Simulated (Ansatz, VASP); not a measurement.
SbPb: VASP beside Ansatz

The input INCAR:

```
ALGO = Fast
EDIFF = 1E-7
ENCUT = 520
GGA = CA
ISIF = 2
ISMEAR = 0
LASPH = T
LCHARG = T
LELF = T
LREAL = F
LVHAR = T
LWAVE = F
NBANDS = 16
NELM = 100
PREC = Accurate
SIGMA = 0.15
```

KPOINTS

```
k-points
0
Gamma
  14 14 14
```

The input POSCAR:

```
SbPb
1.0
    0.0000000000      3.0463491101      3.1289051710
    3.0463491101      0.0000000000      3.1289051710
    3.0463491101      3.0463491101      0.0000000000
Sb Pb
1 1
Direct
    0.5000000000      0.5000000000      0.5000000000
    0.0000000000      0.0000000000      0.0000000000
```

Input for Ansatz:

```yaml
crystal:
  lattice:
    - [0.0, 3.0463491101, 3.128905171]
    - [3.0463491101, 0.0, 3.128905171]
    - [3.0463491101, 3.0463491101, 0.0]
  atoms:
    - { symbol: Sb, position: [0.5, 0.5, 0.5] }
    - { symbol: Pb, position: [0.0, 0.0, 0.0] }
basis:
  ecutwfc: 420
kpoints:
  mp_grid: { grid: [14, 14, 14] }
hamiltonian:
  xc: lda
scf:
  occupations: { method: gaussian, width: 0.15 }
output:
  forces: true
  stress: true
  eigenvalues: true
```

Alike in both runs: task single point; functional LDA; k mesh 14 × 14 × 14; occupations gaussian, width 0.15 eV; no spin polarisation.

|  | VASP | Ansatz |
| --- | --- | --- |
| version | VASP 6.6.1 | Ansatz 0.2.0 |
| potentials or method | VASP PAW LDA potentials, release 64 (Sb, Pb_d), cutoff 520 eV | scalar-relativistic, plane waves, PAW |
| valence electrons in the cell | 19 | 29 |

VASP gave:

| Quantity | Value |
| --- | --- |
| gap on the k mesh at the Fermi level (eV) | none |
| pressure (GPa) | 1.7 |
| traceless stress, the component that is largest in VASP (GPa) | -2.08 |

Q: Estimate Ansatz's values.

A: gap on the k mesh at the Fermi level (eV): none; pressure (GPa): 1.6; traceless stress, the component that is largest in VASP (GPa): -2.06.

LDA's correlation is that of Perdew and Zunger in VASP and of Perdew and Wang (1992) in Ansatz. A gap of «none» marks a metal or a gap that the smearing closes. VASP's potentials hold 19 valence electrons a cell and Ansatz's 29, so a difference there can come from the potentials and not from the codes.

Neither program's run includes spin-orbit coupling.
